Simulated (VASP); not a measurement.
# WC (Qusongite) (P-6m2) in VASP: further runs

WC (Qusongite) is run at these levels: SVWN5, BLYP+D3(BJ), PBEsol+U; tasks: density of states.

Program: VASP 6.6.1. These are calculated values, not measurements. Logs are shortened: lines on timing, memory, paths and dates and some standing lists are left out, and cuts for length are marked.

### Step 1. The cell of the first run

It takes space group P-6m2 (No. 187, hexagonal). Conventional cell: a = 2.867 Å, b = 2.867 Å, c = 2.798 Å, α = 90.00°, β = 90.00°, γ = 120.00°. W (site symmetry -6m2) has 6 C at 2.17 Å and 8 W at 2.80 to 2.87 Å within 2.9 Å. Within 2.9 Å of C (site symmetry -6m2) lie 6 W at 2.17 Å and 8 C at 2.80 to 2.87 Å.

### Step 2. Density of states, SVWN5 (volume scaled by 0.96)

File POSCAR:

```
WC
1.0
    2.8672181576      0.0000000000      0.0000000000
   -1.4336090788      2.4830837627      0.0000000000
    0.0000000000      0.0000000000      2.7982628680
W C
1 1
Direct
    0.0000000000      0.0000000000      0.0000000000
    0.6666666667      0.3333333333      0.5000000000
```

File INCAR.step1:

```
SYSTEM = WC
PREC = Accurate
ENCUT = 520
EDIFF = 1E-7
ISMEAR = -5
SIGMA = 0.05
LREAL = .False.
LASPH = .True.
NELM = 80
ALGO = Normal
ISIF = 2
LWAVE = .False.
LCHARG = .True.
LMAXMIX = 4
GGA = VW
NBANDS = 16
```

File KPOINTS.step1:

```
regular mesh
0
Gamma
  10 10 9
  0 0 0
```

File INCAR.step2:

```
SYSTEM = WC
PREC = Accurate
ENCUT = 520
EDIFF = 1E-7
ISMEAR = -5
SIGMA = 0.05
LREAL = .False.
LASPH = .True.
NELM = 80
ALGO = Normal
ISIF = 2
LWAVE = .False.
LCHARG = .False.
LMAXMIX = 4
GGA = VW
LORBIT = 10
NBANDS = 16
NEDOS = 1001
ICHARG = 11
```

File KPOINTS.step2:

```
regular mesh
0
Gamma
  15 15 14
  0 0 0
```

Potentials or basis: VASP PAW PBE potentials, release 64 (W_sv, C).

The run is started by

```console
$ cat potpaw_PBE.64/W_sv/POTCAR potpaw_PBE.64/C/POTCAR > POTCAR
$ cp INCAR.step1 INCAR
$ cp KPOINTS.step1 KPOINTS
$ mpirun -np 1 vasp_std > vasp.out
$ cp INCAR.step2 INCAR
$ cp KPOINTS.step2 KPOINTS
$ mpirun -np 1 vasp_std > vasp.out
```

OUTCAR:

```text
SYSTEM = WC
   PREC = Accurate
   ENCUT = 520
   EDIFF = 1E-7
   ISMEAR = -5
   LREAL = .False.
   LASPH = .True.
   NELM = 80
   ISIF = 2
   GGA = VW
   LORBIT = 10
   ICHARG = 11

 ion  position               nearest neighbor table
   1  0.000  0.000  0.000-   2 2.17   2 2.17   2 2.17   2 2.17   2 2.17   2 2.17
   2  0.667  0.333  0.500-   1 2.17   1 2.17   1 2.17   1 2.17   1 2.17   1 2.17

  LATTYP: Found a hexagonal cell.
 ALAT       =     2.8672181576
 C/A-ratio  =     0.9759504559

  Lattice vectors:

 A1 = (   2.8672181576,   0.0000000000,   0.0000000000)
 A2 = (  -1.4336090788,   2.4830837627,   0.0000000000)
 A3 = (   0.0000000000,   0.0000000000,   2.7982628680)

Analysis of symmetry for initial positions (statically):
=====================================================================
 Subroutine PRICEL returns:
 Original cell was already a primitive cell.

 Routine SETGRP: Setting up the symmetry group for a
 hexagonal supercell.

 Subroutine GETGRP returns: Found 12 space group operations
 (whereof 12 operations were pure point group operations)
 out of a pool of 24 trial point group operations.

The static configuration has the point symmetry D_3h.

Analysis of symmetry for dynamics (positions and initial velocities):
=====================================================================
 Subroutine PRICEL returns:
 Original cell was already a primitive cell.

 Routine SETGRP: Setting up the symmetry group for a
 hexagonal supercell.

 Subroutine GETGRP returns: Found 12 space group operations
 (whereof 12 operations were pure point group operations)
 out of a pool of 24 trial point group operations.

The dynamic configuration has the point symmetry D_3h.

 Subroutine INISYM returns: Found 12 space group operations
 (whereof 12 operations are pure point group operations),
 and found     1 'primitive' translations

----------------------------------------------------------------------------------------

                                     Primitive cell

  volume of cell :      19.9224

  direct lattice vectors                    reciprocal lattice vectors
     2.867218158  0.000000000  0.000000000     0.348770113  0.201362518  0.000000000
    -1.433609079  2.483083763  0.000000000     0.000000000  0.402725037  0.000000000
     0.000000000  0.000000000  2.798262868     0.000000000  0.000000000  0.357364568

  length of vectors
[... 85 lines left out ...]
   LREAL  =      F    real-space projection
   EDIFFG = 0.1E-05   stopping-criterion for IOM
   NSW    =      0    number of steps for IOM
   IBRION =     -1    ionic relax: 0-MD 1-quasi-New 2-CG
   NFREE  =      0    steps in history (QN), initial steepest desc. (CG)
   ISIF   =      2    stress and relaxation
   ISYM   =      2    0-nonsym 1-usesym 2-fastsym
   POTIM  = 0.5000    time-step for ionic-motion
   TEBEG  =    0.0;   TEEND  =   0.0 temperature during run
   PSTRESS=    0.0 pullay stress
   NELECT =      18.0000    total number of electrons
   NUPDOWN=      -1.0000    fix difference up-down
   EMIN   =  10.00;   EMAX   =-10.00  energy-range for DOS
   EFERMI =   0.00;   METHOD = LEGACY
   ISMEAR =    -5;   SIGMA  =   0.05  broadening in eV -4-tet -1-fermi 0-gaus
   EFERMI_NEDOS =   21; number of points for ismear=-14 and -15
   IALGO  =     38    algorithm
   IMIX   =      4    mixing-type and parameters
     AMIX     =   0.40;   BMIX     =  1.00
     AMIX_MAG =   1.60;   BMIX_MAG =  1.00
  volume/ion in A,a.u.               =       9.96        67.22
  Fermi-wavevector in a.u.,A,eV,Ry     =   1.582652  2.990779 34.079705  2.504788
  Thomas-Fermi vector in A             =   2.682543
   LORBIT       =     10    0 simple, 1 ext, 2 COOP (PROOUT), +10 PAW based schemes
   GGA     = VW    functional components
   LHFCALC =     F    Hartree Fock is set to
   AEXX    =    0.0000 exact exchange contribution
   IVDW    =     0    specifies the selected vdW correction
   LEPSILON=     F    determine dielectric tensor
   LRPA    =     F    only Hartree local field effects (RPA)
 non-spin polarized calculation
 Fermi weights with tetrahedron method with Bloechl corrections
  energy-cutoff  :      520.00
  volume of cell :       19.92
 maximum number of plane-waves:       556
 NGX is ok and might be reduce to    24

 number of electron      18.0000000 magnetization

 Free energy of the ion-electron system (eV)
  ---------------------------------------------------
  ext. energy  EPLUGINS =         0.00000000
  ---------------------------------------------------
  free energy    TOTEN  =       -24.76599611 eV

  energy without entropy =      -24.76599611  energy(sigma->0) =      -24.76599611

 E-fermi :  11.2951     XC(G=0): -14.2096

 val. band max:       11.4386145402   @ k =   0.0000   0.0000   0.0714
 cond. band min:      11.2446086947   @ k =   0.0667   0.0667   0.3571
 fundamental gap:     -0.1940058455
 Fermi energy:        11.2950637320

 k-point     1 :       0.0000    0.0000    0.0000
  band No.  band energies     occupation
      1     -62.5537      2.00000
      2     -26.5301      2.00000
      3     -26.4125      2.00000
      4     -26.4125      2.00000
      5      -3.2872      2.00000
      6       6.7722      2.00000
[... 433 lines left out ...]
      3     -26.8436      2.00000
      4     -26.3884      2.00000
      5       0.7591      2.00000
      6       4.3695      2.00000
[... 8 lines left out ...]
     15      26.3271      0.00000
     16      29.1748      0.00000

 [... further k-points ...]
[... 5 lines left out ...]
  --------------------------------------------------------------------------------------
  -------------------------------------------------------------------------------------
  Total        1.0913092      1.0913092      1.2190901      0.0000000      0.0000000      0.0000000
  in kB       87.7642773     87.7642773     98.0405555      0.0000000      0.0000000      0.0000000
  external PRESSURE =      91.1897033 kB  Pullay stress =       0.0000000 kB

 VOLUME and BASIS-vectors are now :
 -----------------------------------------------------------------------------
  energy-cutoff  :      520.00
  volume of cell :       19.92
      direct lattice vectors                 reciprocal lattice vectors
     2.867218158  0.000000000  0.000000000     0.348770113  0.201362518  0.000000000
    -1.433609079  2.483083763  0.000000000     0.000000000  0.402725037  0.000000000
     0.000000000  0.000000000  2.798262868     0.000000000  0.000000000  0.357364568

 POSITION                                       TOTAL-FORCE (eV/Angst)
 -----------------------------------------------------------------------------------
      0.00000      0.00000      0.00000        -0.000000     -0.000000      0.000000
      1.43361      0.82769      1.39913         0.000000      0.000000      0.000000
 -----------------------------------------------------------------------------------
    total drift:                               -0.000000      0.000000      0.000000

  FREE ENERGIE OF THE ION-ELECTRON SYSTEM (eV)
  ---------------------------------------------------
  free  energy   TOTEN  =       -24.7659961122 eV

  energy  without entropy=      -24.7659961122  energy(sigma->0) =      -24.76599611

 total charge

# of ion       s       p       d       tot
------------------------------------------
    1        2.365   6.460   3.513  12.339
    2        0.842   1.608   0.000   2.450
--------------------------------------------------
tot          3.208   8.068   3.513  14.789
```

OUTCAR.step1:

```text
SYSTEM = WC
   PREC = Accurate
   ENCUT = 520
   EDIFF = 1E-7
   ISMEAR = -5
   LREAL = .False.
[... 682 lines left out ...]
      0.00000      0.00000      0.00000        -0.000000      0.000000      0.000000
      1.43361      0.82769      1.39913         0.000000     -0.000000      0.000000
 -----------------------------------------------------------------------------------
    total drift:                               -0.000000      0.000000      0.000000

  FREE ENERGIE OF THE ION-ELECTRON SYSTEM (eV)
  ---------------------------------------------------
  free  energy   TOTEN  =       -24.7661041614 eV

  energy  without entropy=      -24.7661041614  energy(sigma->0) =      -24.76610416
```

OSZICAR.step1:

```text
N       E                     dE             d eps       ncg     rms          rms(c)
DAV:   1     0.105093655382E+03    0.10509E+03   -0.93027E+03  2256   0.126E+03
DAV:   2    -0.247427299137E+02   -0.12984E+03   -0.12603E+03  2640   0.335E+02
DAV:   3    -0.277336958129E+02   -0.29910E+01   -0.29828E+01  2488   0.487E+01
DAV:   4    -0.277484038881E+02   -0.14708E-01   -0.14709E-01  2864   0.381E+00
DAV:   5    -0.277485063044E+02   -0.10242E-03   -0.10242E-03  2528   0.303E-01    0.358E+01
DAV:   6    -0.248717462117E+02    0.28768E+01   -0.54149E+00  2752   0.251E+01    0.101E+01
DAV:   7    -0.248001261164E+02    0.71620E-01   -0.39608E-01  2328   0.495E+00    0.699E+00
DAV:   8    -0.247669807466E+02    0.33145E-01   -0.58188E-02  2480   0.186E+00    0.101E+00
DAV:   9    -0.247662395262E+02    0.74122E-03   -0.27846E-03  2504   0.373E-01    0.129E-01
DAV:  10    -0.247660846285E+02    0.15490E-03   -0.26916E-04  2736   0.196E-01    0.432E-02
DAV:  11    -0.247661089440E+02   -0.24315E-04   -0.10789E-05  2576   0.318E-02    0.737E-03
DAV:  12    -0.247661030397E+02    0.59043E-05   -0.17918E-06  2560   0.110E-02    0.105E-03
DAV:  13    -0.247661043001E+02   -0.12605E-05   -0.70994E-08  1632   0.223E-03    0.362E-04
DAV:  14    -0.247661041474E+02    0.15274E-06   -0.29188E-09  1240   0.566E-04    0.956E-05
DAV:  15    -0.247661041614E+02   -0.13975E-07   -0.32965E-10  1176   0.198E-04
   1 F= -.24766104E+02 E0= -.24766104E+02  d E =0.000000E+00
```

Wall time 43 s (1 thread of Intel Xeon Platinum 8259CL at 2.50GHz (Skylake/Cascade Lake), shared host); peak memory 0.19 GiB.

Results:

- Valence electrons inside the program's atomic spheres: W 12.34; C 2.45

Caveat: the PAW data sets were made with another functional, which shifts forces and pressure a little; spin-orbit coupling is left out, which moves the levels of the heavy elements; tetrahedron occupations give inexact forces and stress in metals.

### Step 3. Density of states, BLYP+D3(BJ), non-collinear spin, zero start, spin-orbit coupling (volume scaled by 0.96)

POSCAR is that of step 2.

File INCAR.step1:

```
SYSTEM = WC
AGGAC    = 1.0          
AGGAX    = 1.0          
ALDAC    = 0.0          
ALDAX    = 1.0          
ALGO     = Normal         ! electronic algorithm
EDIFF    = 1E-6           ! SCF threshold, eV
ENCUT    = 520            ! plane-wave cutoff, eV
GGA      = B5             ! functional
GGA_COMPAT= .False.      
ISIF     = 2              ! what is computed and relaxed
ISMEAR   = 1              ! smearing method
IVDW     = 12             ! dispersion correction
LASPH    = .True.         ! aspherical terms in the spheres
LCHARG   = .True.         ! write CHGCAR
LMAXMIX  = 4              ! l up to which the mixer works
LORBMOM  = .True.       
LREAL    = .False.        ! projectors in reciprocal space
LSORBIT  = .True.         ! spin-orbit coupling
LWAVE    = .False.        ! write WAVECAR
MAGMOM   = 0 0 0 0 0 0    ! initial moments
NBANDS   = 30             ! bands
NELM     = 150            ! most SCF steps
PREC     = Accurate       ! precision mode
SIGMA    = 0.1            ! smearing width, eV
VDW_A1   = 0.4298       
VDW_A2   = 4.2359       
VDW_S6   = 1.0          
VDW_S8   = 2.6996
```

File KPOINTS.step1:

```
k-points
0
Gamma
  10 10 9
  0 0 0
```

File INCAR.step2:

```
SYSTEM = WC
AGGAC    = 1.0          
AGGAX    = 1.0          
ALDAC    = 0.0          
ALDAX    = 1.0          
ALGO     = Normal         ! electronic algorithm
EDIFF    = 1E-6           ! SCF threshold, eV
ENCUT    = 520            ! plane-wave cutoff, eV
GGA      = B5             ! functional
GGA_COMPAT= .False.      
ICHARG   = 11             ! starting density
ISIF     = 2              ! what is computed and relaxed
ISMEAR   = -5             ! smearing method
IVDW     = 12             ! dispersion correction
LASPH    = .True.         ! aspherical terms in the spheres
LCHARG   = .False.        ! write CHGCAR
LMAXMIX  = 4              ! l up to which the mixer works
LORBIT   = 11             ! projections on sites
LORBMOM  = .True.       
LREAL    = .False.        ! projectors in reciprocal space
LSORBIT  = .True.         ! spin-orbit coupling
LWAVE    = .False.        ! write WAVECAR
MAGMOM   = 0 0 0 0 0 0    ! initial moments
NBANDS   = 30             ! bands
NEDOS    = 1001           ! points of the DOS
NELM     = 150            ! most SCF steps
PREC     = Accurate       ! precision mode
SIGMA    = 0.1            ! smearing width, eV
VDW_A1   = 0.4298       
VDW_A2   = 4.2359       
VDW_S6   = 1.0          
VDW_S8   = 2.6996
```

File KPOINTS.step2:

```
k-points
0
Gamma
  15 15 14
  0 0 0
```

Potentials or basis: VASP PAW PBE potentials, release 64 (W_sv, C).

The run is started by

```console
$ cat potpaw_PBE.64/W_sv/POTCAR potpaw_PBE.64/C/POTCAR > POTCAR
$ cp INCAR.step1 INCAR
$ cp KPOINTS.step1 KPOINTS
$ mpirun -np 1 vasp_ncl > vasp.out
$ cp INCAR.step2 INCAR
$ cp KPOINTS.step2 KPOINTS
$ mpirun -np 1 vasp_ncl > vasp.out
```

Wall time 4.9 min (1 thread of Intel Xeon Platinum 8259CL at 2.50GHz (Skylake/Cascade Lake), shared host); peak memory 0.43 GiB.

The run converged. Its results:

```
Net moment                                            : 0.00 μB per cell
Valence electrons inside the program's atomic spheres : W 12.32; C 2.52
Dispersion energy per atom                            : -1.121 eV
```

Moments on the atoms (μB; x, y, z):
```
W   0.00 0.00 0.00
C   0.00 0.00 0.00
```

Caveat: three body term missing; the PAW data sets were made with another functional, which shifts forces and pressure a little.

[end of part 1 of 2]
